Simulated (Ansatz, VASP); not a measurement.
## One calculation of Cs, two programs

```
CELL_PARAMETERS angstrom
5.47611 0.00000 0.00000
-2.73805 4.74245 0.00000
0.00000 0.00000 40.53385
ATOMIC_POSITIONS crystal
Cs 0.00000 0.00000 0.00000
Cs 0.33333 0.66667 0.11111
Cs 0.00000 0.00000 0.22222
Cs 0.33333 0.66667 0.33333
Cs 0.66667 0.33333 0.44444
Cs 0.33333 0.66667 0.55556
Cs 0.66667 0.33333 0.66667
Cs 0.00000 0.00000 0.77778
Cs 0.66667 0.33333 0.88889
```

Alike in both runs: task relaxation of cell and atoms; functional PBE; k mesh 9 × 9 × 2; occupations gaussian, width 0.1 eV; no spin polarisation.

|  | VASP | Ansatz |
| --- | --- | --- |
| version | VASP 6.6.1 | Ansatz 0.2.0 |
| potentials or method | VASP PAW PBE potentials, release 64 (Cs_sv), cutoff 500 eV | scalar-relativistic, plane waves, PAW |
| valence electrons in the cell | 81 | 81 |

|  | VASP | Ansatz | Ansatz less VASP |
| --- | --- | --- | --- |
| gap on the k mesh at the Fermi level, each at its own relaxed structure (eV) | none | none | - |
| relaxed volume (Å³/atom) | 116.96 | 116.96 | 0.000 |
| relaxed length of the cell vector where the two differ most in proportion (Å) | 5.476 | 5.476 | 0.0000 |

A gap of «none» marks a metal or a gap that the smearing closes.

Neither program's run includes spin-orbit coupling. Noted on VASP's run: the relaxation stopped at its first step, so nothing moved.
